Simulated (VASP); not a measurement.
A run of VASP 6.6.1 is set up as follows.

INCAR

```
SYSTEM = Mg4Se
PREC     = Accurate       ! precision mode
ENCUT    = 600            ! plane-wave cutoff, eV
EDIFF    = 1E-6           ! SCF threshold, eV
ISMEAR   = 0              ! smearing method
SIGMA    = 0.2            ! smearing width, eV
LREAL    = .False.        ! projectors in reciprocal space
LASPH    = .True.         ! aspherical terms in the spheres
NELM     = 120            ! most SCF steps
ALGO     = Normal         ! electronic algorithm
ISIF     = 2              ! what is computed and relaxed
LWAVE    = .False.        ! write WAVECAR
LCHARG   = .True.         ! write CHGCAR
GGA      = PE             ! functional
LELF     = .True.         ! ELF
LVHAR    = .True.       
NBANDS   = 15             ! bands
GGA_COMPAT= .False.
```

Contents of KPOINTS:

```
Automatic mesh
0
Gamma
  5 5 2
  0 0 0
```

The input POSCAR:

```
Mg4Se
1.0
    3.6399132390      0.0000000000      0.0000000000
   -1.8199566195      3.1522573325      0.0000000000
    0.0000000000      0.0000000000     10.5108267546
Mg Se
4 1
Direct
    0.6666666667      0.3333333333      0.8418032167
    0.3333333333      0.6666666667      0.1581967833
    0.6666666667      0.3333333333      0.3868944177
    0.3333333333      0.6666666667      0.6131055823
    0.0000000000      0.0000000000      0.0000000000
```

Potentials or basis: VASP PAW PBE potentials, release 64 (Mg, Se).

Launch:

```sh
$ cat potpaw_PBE.64/Mg/POTCAR potpaw_PBE.64/Se/POTCAR > POTCAR
$ mpirun -np 1 vasp_std > vasp.out
```

Task: Predict the pressure.

Result: 0.2 GPa.

Task: Predict the band gap on the k mesh.

Result: Zero (bands 7 and 8 overlap by 0.23 eV).

Task: Predict the largest force.

Result: 0.014 eV/Å.

Forces on the atoms (eV/Å):
```
Mg   0.000  0.000  0.009
Mg   0.000  0.000 -0.009
Mg   0.000  0.000 -0.014
Mg   0.000  0.000  0.014
Se   0.000  0.000  0.000
```

Caveat: the k points lie up to 0.40 Å⁻¹ apart; semilocal functionals underestimate gaps, so a narrow gap can read as zero.
